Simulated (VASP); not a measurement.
# Sn (I4/mmm) in VASP: notebook

The runs below take Sn through single point, with PBEsol-based global hybrid with 25 % exact exchange, PBE0.

Everything below comes from runs of VASP 6.6.1. Logs are shortened: lines on timing, memory, paths and dates and some standing lists are left out, and cuts for length are marked.

## Step 1: The cell of the first run

The structure is tetragonal, space group I4/mmm (No. 139). Conventional cell: a = 3.990 Å, b = 3.990 Å, c = 3.374 Å, α = 90.00°, β = 90.00°, γ = 90.00°. Within 4.3 Å of Sn (site symmetry 4/mmm) lie 14 Sn at 3.29 to 3.99 Å.

## Step 2: Single point, PBEsol-based global hybrid with 25 % exact exchange

Contents of POSCAR:

```
Sn
1.0
   -1.9952025278      1.9952025278      1.6872268166
    1.9952025278     -1.9952025278      1.6872268166
    1.9952025278      1.9952025278     -1.6872268166
Sn
1
Direct
    0.0000000000      0.0000000000      0.0000000000
```

Contents of INCAR.step1:

```
PREC = Accurate
ENCUT = 520
EDIFF = 1E-5
ISMEAR = -1
SIGMA = 0.05
LREAL = False
LASPH = True
NELM = 80
ALGO = Normal
ISIF = 2
LWAVE = True
NBANDS = 13
GGA = PE
```

Contents of INCAR.step2:

```
PREC = Accurate
ENCUT = 520
EDIFF = 1E-6
ISMEAR = -1
SIGMA = 0.05
LREAL = False
LASPH = True
NELM = 80
ALGO = Normal
ISIF = 2
LWAVE = False
LCHARG = True
GGA = PS
LHFCALC = True
AEXX = 0.25
PRECFOCK = Normal
LELF = True
LVHAR = True
NBANDS = 13
ISTART = 1
```

Contents of KPOINTS:

```
regular mesh
0
Gamma
  5 5 5
```

Potentials or basis: VASP PAW PBE potentials, release 64 (Sn_d).

On the command line:

```sh
$ cat potpaw_PBE.64/Sn_d/POTCAR > POTCAR
$ cp INCAR.step1 INCAR
$ mpirun -np 1 vasp_std > vasp.out
$ cp INCAR.step2 INCAR
$ mpirun -np 1 vasp_std > vasp.out
```

OUTCAR:

```text
PREC = Accurate
   ENCUT = 520
   EDIFF = 1E-6
   ISMEAR = -1
   LREAL = False
   LASPH = True
   NELM = 80
   ISIF = 2
   GGA = PS
   LHFCALC = True
   AEXX = 0.25
   PRECFOCK = Normal
   ISTART = 1

 ion  position               nearest neighbor table
   1  0.000  0.000  0.000-

  LATTYP: Found a body centered tetragonal cell.
 ALAT       =     3.9904050556
 C/A-ratio  =     0.8456418800

  Lattice vectors:

 A1 = (  -1.9952025278,   1.9952025278,   1.6872268166)
 A2 = (   1.9952025278,  -1.9952025278,   1.6872268166)
 A3 = (   1.9952025278,   1.9952025278,  -1.6872268166)

Analysis of symmetry for initial positions (statically):
=====================================================================
 Subroutine PRICEL returns:
 Original cell was already a primitive cell.

 Routine SETGRP: Setting up the symmetry group for a
 body centered tetragonal supercell.

 Subroutine GETGRP returns: Found 16 space group operations
 (whereof 16 operations were pure point group operations)
 out of a pool of 16 trial point group operations.

The static configuration has the point symmetry D_4h.

Analysis of symmetry for dynamics (positions and initial velocities):
=====================================================================
 Subroutine PRICEL returns:
 Original cell was already a primitive cell.

 Routine SETGRP: Setting up the symmetry group for a
 body centered tetragonal supercell.

 Subroutine GETGRP returns: Found 16 space group operations
 (whereof 16 operations were pure point group operations)
 out of a pool of 16 trial point group operations.

The dynamic configuration has the point symmetry D_4h.

 Subroutine INISYM returns: Found 16 space group operations
 (whereof 16 operations are pure point group operations),
 and found     1 'primitive' translations

----------------------------------------------------------------------------------------

                                     Primitive cell

  volume of cell :      26.8663

  direct lattice vectors                    reciprocal lattice vectors
    -1.995202528  1.995202528  1.687226817     0.000000000  0.250601126  0.296344270
     1.995202528 -1.995202528  1.687226817     0.250601126  0.000000000  0.296344270
     1.995202528  1.995202528 -1.687226817     0.250601126  0.250601126  0.000000000

  length of vectors
     3.287613205  3.287613205  3.287613205     0.388099022  0.388099022  0.354403511

  position of ions in fractional coordinates (direct lattice)
     0.000000000  0.000000000  0.000000000

  ion indices of the primitive-cell ions
   primitive index   ion index
                 1           1

----------------------------------------------------------------------------------------

 KPOINTS: regular mesh

Automatic generation of k-mesh.
 Grid dimensions read from file:
 generate k-points for:    5    5    5

 Generating k-lattice:

  Cartesian coordinates                     Fractional coordinates (reciprocal lattice)
     0.000000000  0.050120225  0.059268854     0.200000000 -0.000000000  0.000000000
     0.050120225  0.000000000  0.059268854    -0.000000000  0.200000000  0.000000000
     0.050120225  0.050120225  0.000000000     0.000000000  0.000000000  0.200000000

  Length of vectors
     0.077619804  0.077619804  0.070880702

  Shift w.r.t. Gamma in fractional coordinates (k-lattice)
     0.000000000  0.000000000  0.000000000

 Subroutine IBZKPT returns following result:
 ===========================================

 Found     18 irreducible k-points:

 Following reciprocal coordinates:
            Coordinates               Weight
  0.000000  0.000000  0.000000      1.000000
  0.200000 -0.000000  0.000000      8.000000
  0.400000 -0.000000  0.000000      8.000000
  0.200000  0.200000  0.000000      8.000000
  0.400000  0.200000  0.000000     16.000000
 -0.400000  0.200000  0.000000     16.000000
[... 10 lines left out ...]
 -0.400000  0.400000  0.400000      4.000000
 -0.400000 -0.400000  0.400000      2.000000
   k-points           NKPTS =     18   k-points in BZ     NKDIM =    125   number of bands    NBANDS=     13
   number of dos      NEDOS =    301   number of ions     NIONS =      1
   total plane-waves  NPLWV =  13824
   dimension x,y,z NGX =    24 NGY =   24 NGZ =   24
   dimension x,y,z NGXF=    48 NGYF=   48 NGZF=   48
   ions per type =               1
   NGX,Y,Z   is equivalent  to a cutoff of  12.14, 12.14, 12.14 a.u.
   NGXF,Y,Z  is equivalent  to a cutoff of  24.27, 24.27, 24.27 a.u.
 SYSTEM =  unknown system
   PREC   = accura    normal or accurate (medium, high low for compatibility)
   ISTART =      1    job   : 0-new  1-cont  2-samecut
   ICHARG =      0    charge: 1-file 2-atom 10-const
   ISPIN  =      1    spin polarized calculation?
   LNONCOLLINEAR =      F non collinear calculations
   LSORBIT =      F    spin-orbit coupling
   LASPH  =      T    aspherical Exc in radial PAW
   ENCUT  =  520.0 eV  38.22 Ry    6.18 a.u.   6.11  6.11  6.11*2*pi/ulx,y,z
   NELM   =     80;   NELMIN=  2; NELMDL=  0     # of ELM steps
   EDIFF  = 0.1E-05   stopping-criterion for ELM
   LREAL  =      F    real-space projection
   EDIFFG = 0.1E-04   stopping-criterion for IOM
   NSW    =      0    number of steps for IOM
   IBRION =     -1    ionic relax: 0-MD 1-quasi-New 2-CG
   NFREE  =      0    steps in history (QN), initial steepest desc. (CG)
   ISIF   =      2    stress and relaxation
   ISYM   =      3    0-nonsym 1-usesym 2-fastsym
   POTIM  = 0.5000    time-step for ionic-motion
   TEBEG  =    0.0;   TEEND  =   0.0 temperature during run
   PSTRESS=    0.0 pullay stress
   NELECT =      14.0000    total number of electrons
   NUPDOWN=      -1.0000    fix difference up-down
   EMIN   =  10.00;   EMAX   =-10.00  energy-range for DOS
   EFERMI =   0.00;   METHOD = LEGACY
   ISMEAR =    -1;   SIGMA  =   0.05  broadening in eV -4-tet -1-fermi 0-gaus
   EFERMI_NEDOS =   21; number of points for ismear=-14 and -15
   IALGO  =     38    algorithm
   IMIX   =      1    mixing-type and parameters
     AMIX     =   0.40;   BMIX     =  1.00
     AMIX_MAG =   1.60;   BMIX_MAG =  1.00
  volume/ion in A,a.u.               =      26.87       181.30
  Fermi-wavevector in a.u.,A,eV,Ry     =   1.317392  2.489510 23.613207  1.735522
  Thomas-Fermi vector in A             =   2.447436
   LORBIT       =      0    0 simple, 1 ext, 2 COOP (PROOUT), +10 PAW based schemes
   GGA     = PS    functional components
   LHFCALC =     T    Hartree Fock is set to
   PRECFOCK=normal    Normal, Fast or Accurate (Low or Medium for compatibility)
   ENCUT4O =  -1.0   cutoff for four orbital integrals eV
   NKREDX  =     1    reduce k-point grid by
   NKREDY  =     1    reduce k-point grid by
   NKREDZ  =     1    reduce k-point grid by
   AEXX    =    0.2500 exact exchange contribution
   HFSCREEN=    0.0000 screening length (either q_TF or 0.3 A-1)
   HFSCREENC=   0.0000 screening length for correlation (either q_TF or 0.3 A-1)
   ENCUTFOCK=  -1.0 apply spherical cutoff to Coloumb kernel
   IVDW    =     0    specifies the selected vdW correction
   LEPSILON=     F    determine dielectric tensor
   LRPA    =     F    only Hartree local field effects (RPA)
 non-spin polarized calculation
  energy-cutoff  :      520.00
  volume of cell :       26.87
 maximum number of plane-waves:       742
  NGX = 20; NGY = 20; NGZ = 20

 number of electron      14.0000008 magnetization

 Free energy of the ion-electron system (eV)
  ---------------------------------------------------
  ext. energy  EPLUGINS =         0.00000000
  ---------------------------------------------------
  free energy    TOTEN  =        -4.99439826 eV

  energy without entropy =       -4.98813083  energy(sigma->0) =       -4.99126454

 E-fermi :   7.9257     XC(G=0):  -8.3194

 val. band max:        7.4491686182   @ k =  -0.4000   0.4000   0.4000
 cond. band min:       7.9994042837   @ k =   0.4000   0.2000   0.0000
 fundamental gap:      0.5502356656
 Fermi energy:         7.9257028620

 k-point     1 :       0.0000    0.0000    0.0000
  band No.  band energies     occupation
      1     -16.1971      2.00000
      2     -16.1207      2.00000
      3     -16.1207      2.00000
      4     -16.0812      2.00000
      5     -15.9867      2.00000
      6      -4.9839      2.00000
      7      16.3548      0.00000
      8      16.3548      0.00000
      9      18.6045      0.00000
     10      19.8745      0.00000
     11      21.1143      0.00000
     12      21.6777      0.00000
     13      21.6777      0.00000

 k-point     2 :       0.2000   -0.0000    0.0000
  band No.  band energies     occupation
      1     -16.1859      2.00000
      2     -16.1218      2.00000
      3     -16.0761      2.00000
      4     -16.0444      2.00000
      5     -16.0062      2.00000
      6      -3.9210      2.00000
      7      12.7706      0.00000
      8      14.1537      0.00000
      9      15.1959      0.00000
     10      18.5599      0.00000
     11      18.5740      0.00000
     12      22.1308      0.00000
     13      23.4326      0.00000

 k-point     3 :       0.4000   -0.0000    0.0000
  band No.  band energies     occupation
      1     -16.2177      2.00000
      2     -16.1481      2.00000
      3     -16.0266      2.00000
      4     -15.9767      2.00000
      5     -15.9513      2.00000
      6      -0.7232      2.00000
      7       5.1002      2.00000
      8      12.2788      0.00000
      9      13.6932      0.00000
     10      16.6148      0.00000
     11      16.7300      0.00000
     12      23.0546      0.00000
     13      27.0256      0.00000
[... 209 lines left out ...]
 k-point    17 :      -0.4000    0.4000    0.4000
  band No.  band energies     occupation
      1     -16.2035      2.00000
      2     -16.1467      2.00000
      3     -15.9710      2.00000
      4     -15.9676      2.00000
      5     -15.9597      2.00000
      6       1.8085      2.00000
      7       6.5289      2.00000
      8       7.4492      1.99985
      9      11.0578      0.00000
     10      13.6850      0.00000
     11      14.9031      0.00000
     12      27.3798      0.00000
     13      28.2468      0.00000

 k-point    18 :      -0.4000   -0.4000    0.4000
  band No.  band energies     occupation
      1     -16.1558      2.00000
      2     -16.1519      2.00000
      3     -15.9877      2.00000
      4     -15.9877      2.00000
      5     -15.9527      2.00000
      6       3.8815      2.00000
      7       6.7413      2.00000
      8       6.7413      2.00000
      9       6.9979      2.00000
     10      12.2527      0.00000
     11      19.0705      0.00000
     12      26.1672      0.00000
     13      27.2989      0.00000

------------------------ aborting loop because EDIFF is reached ----------------------------------------

  FORCE on cell =-STRESS in cart. coord.  units (eV):
  Direction    XX          YY          ZZ          XY          YZ          ZX
  --------------------------------------------------------------------------------------
  -------------------------------------------------------------------------------------
  Total       -0.0364377     -0.0364377     -0.0318764      0.0000000      0.0000000      0.0000000
  in kB       -2.1729696     -2.1729696     -1.9009598      0.0000000      0.0000000      0.0000000
  external PRESSURE =      -2.0822997 kB  Pullay stress =       0.0000000 kB

 VOLUME and BASIS-vectors are now :
 -----------------------------------------------------------------------------
  energy-cutoff  :      520.00
  volume of cell :       26.87
      direct lattice vectors                 reciprocal lattice vectors
    -1.995202528  1.995202528  1.687226817     0.000000000  0.250601126  0.296344270
     1.995202528 -1.995202528  1.687226817     0.250601126  0.000000000  0.296344270
     1.995202528  1.995202528 -1.687226817     0.250601126  0.250601126  0.000000000

 POSITION                                       TOTAL-FORCE (eV/Angst)
 -----------------------------------------------------------------------------------
      0.00000      0.00000      0.00000        -0.000000     -0.000000      0.000000
 -----------------------------------------------------------------------------------
    total drift:                               -0.000000      0.000000     -0.000000

  FREE ENERGIE OF THE ION-ELECTRON SYSTEM (eV)
  ---------------------------------------------------
  free  energy   TOTEN  =        -4.9943982610 eV

  energy  without entropy=       -4.9881308286  energy(sigma->0) =       -4.99126454
```

Wall time 11 min (1 thread of Intel Xeon Platinum 8259CL at 2.50GHz (Skylake/Cascade Lake), shared host); peak memory 0.15 GiB.

Results:

- Free energy: -4.9944 eV
- Pressure: -0.2 GPa
- Band gap on the k mesh: zero (bands 7 and 8 overlap by 9.77 eV)

Caveat: the k points lie up to 0.49 Å⁻¹ apart, too coarse for converged energies and pressures of a metal; the PAW data sets were made with another functional, which shifts forces and pressure a little; spin-orbit coupling is left out, which moves the levels of the heavy elements.

## Step 3: Single point, PBE0

This run uses another cell than the first one, of 27.35 Å³/atom.

Contents of POSCAR:

```
Sn
1.0
   -2.0291894110      2.0291894110      1.6607599896
    2.0291894110     -2.0291894110      1.6607599896
    2.0291894110      2.0291894110     -1.6607599896
Sn
1
Direct
    0.0000000000      0.0000000000      0.0000000000
```

Contents of INCAR.step1:

```
  PREC = Accurate
  ENCUT = 520
  EDIFF = 1E-5
  ISMEAR = -1
  SIGMA = 0.05
  LREAL = F
  LASPH = T
  NELM = 100
  ALGO = Normal
  ISIF = 2
  LWAVE = T
  LCHARG = F
  NBANDS = 13
  GGA = PE
```

Contents of INCAR.step2:

```
  PREC = Accurate
  ENCUT = 520
  EDIFF = 1E-6
  ISMEAR = -1
  SIGMA = 0.05
  LREAL = F
  LASPH = T
  NELM = 100
  ALGO = Normal
  ISIF = 2
  LWAVE = F
  LCHARG = F
  GGA = PE
  LHFCALC = T
  AEXX = 0.25
  PRECFOCK = Normal
  NBANDS = 13
  ISTART = 1
```

Contents of KPOINTS:

```
Automatic mesh
0
Gamma
  5 5 5
```

Potentials or basis: VASP PAW PBE potentials, release 64 (Sn_d).

On the command line:

```sh
$ cat potpaw_PBE.64/Sn_d/POTCAR > POTCAR
$ cp INCAR.step1 INCAR
$ mpirun -np 1 vasp_std > vasp.out
$ cp INCAR.step2 INCAR
$ mpirun -np 1 vasp_std > vasp.out
```

OUTCAR:

```text
PREC = Accurate
   ENCUT = 520
   EDIFF = 1E-6
   ISMEAR = -1
   LREAL = F
   LASPH = T
   NELM = 100
   ISIF = 2
   GGA = PE
   LHFCALC = T
   AEXX = 0.25
   PRECFOCK = Normal
   ISTART = 1

 ion  position               nearest neighbor table
   1  0.000  0.000  0.000-

  LATTYP: Found a body centered tetragonal cell.
 ALAT       =     4.0583788220
 C/A-ratio  =     0.8184351745
[... 468 lines left out ...]
      8       6.5381      2.00000
      9       6.9415      2.00000
     10      12.0405      0.00000
     11      19.6893      0.00000
     12      25.9351      0.00000
     13      26.9621      0.00000

------------------------ aborting loop because EDIFF is reached ----------------------------------------

  FORCE on cell =-STRESS in cart. coord.  units (eV):
  Direction    XX          YY          ZZ          XY          YZ          ZX
  --------------------------------------------------------------------------------------
  -------------------------------------------------------------------------------------
  Total       -0.1214746     -0.1214746      0.6590529      0.0000000      0.0000000      0.0000000
  in kB       -7.1151476     -7.1151476     38.6028037      0.0000000      0.0000000      0.0000000
  external PRESSURE =       8.1241695 kB  Pullay stress =       0.0000000 kB

 VOLUME and BASIS-vectors are now :
 -----------------------------------------------------------------------------
  energy-cutoff  :      520.00
  volume of cell :       27.35
      direct lattice vectors                 reciprocal lattice vectors
    -2.029189411  2.029189411  1.660759990     0.000000000  0.246403809  0.301066983
     2.029189411 -2.029189411  1.660759990     0.246403809  0.000000000  0.301066983
     2.029189411  2.029189411 -1.660759990     0.246403809  0.246403809  0.000000000

 POSITION                                       TOTAL-FORCE (eV/Angst)
 -----------------------------------------------------------------------------------
      0.00000      0.00000      0.00000         0.000000      0.000000     -0.000000
 -----------------------------------------------------------------------------------
    total drift:                               -0.000000     -0.000000      0.000000

  FREE ENERGIE OF THE ION-ELECTRON SYSTEM (eV)
  ---------------------------------------------------
  free  energy   TOTEN  =        -4.6881670139 eV

  energy  without entropy=       -4.6819238210  energy(sigma->0) =       -4.68504542
```

OUTCAR.step1:

```text
PREC = Accurate
   ENCUT = 520
   EDIFF = 1E-5
   ISMEAR = -1
   LREAL = F
[... 496 lines left out ...]

 POSITION                                       TOTAL-FORCE (eV/Angst)
 -----------------------------------------------------------------------------------
      0.00000      0.00000      0.00000         0.000000      0.000000      0.000000
 -----------------------------------------------------------------------------------
    total drift:                               -0.000000     -0.000000     -0.000000

  FREE ENERGIE OF THE ION-ELECTRON SYSTEM (eV)
  ---------------------------------------------------
  free  energy   TOTEN  =        -3.6307623015 eV

  energy  without entropy=       -3.6119451754  energy(sigma->0) =       -3.62135374
```

OSZICAR.step1:

```text
N       E                     dE             d eps       ncg     rms          rms(c)
DAV:   1     0.807153843875E+02    0.80715E+02   -0.71498E+03   473   0.165E+03
DAV:   2     0.214859118364E+01   -0.78567E+02   -0.76540E+02   483   0.337E+02
DAV:   3    -0.351613279219E+01   -0.56647E+01   -0.56093E+01   568   0.726E+01
DAV:   4    -0.363853565762E+01   -0.12240E+00   -0.12237E+00   553   0.116E+01
DAV:   5    -0.364307084426E+01   -0.45352E-02   -0.45351E-02   614   0.214E+00    0.131E+00
DAV:   6    -0.363392614877E+01    0.91447E-02   -0.96175E-03   611   0.168E+00    0.726E-01
DAV:   7    -0.363087993983E+01    0.30462E-02   -0.61238E-03   583   0.128E+00    0.950E-02
DAV:   8    -0.363076261878E+01    0.11732E-03   -0.62969E-04   578   0.417E-01    0.214E-02
DAV:   9    -0.363076230152E+01    0.31726E-06   -0.93509E-06   389   0.438E-02
   1 F= -.36307623E+01 E0= -.36213537E+01  d E =-.188171E-01
```

Run time: 11 min. Hardware: 1 thread of Intel Xeon Platinum 8259CL at 2.50GHz (Skylake/Cascade Lake), shared host; peak memory 0.17 GiB.

What came out:

* Free energy: -4.6882 eV
* Pressure: 0.8 GPa
* Band gap on the k mesh: zero (bands 7 and 8 overlap by 9.32 eV)

Stress tensor (GPa, compression positive):
```
-0.71  0.00  0.00
 0.00 -0.71  0.00
 0.00  0.00  3.86
```

Caveat: the k points lie up to 0.49 Å⁻¹ apart, too coarse for converged energies and pressures of a metal; the PAW data sets were made with another functional, which shifts forces and pressure a little; spin-orbit coupling is left out, which moves the levels of the heavy elements.

The gap in the log of VASP goes by the Fermi energy; the results here count the filled bands.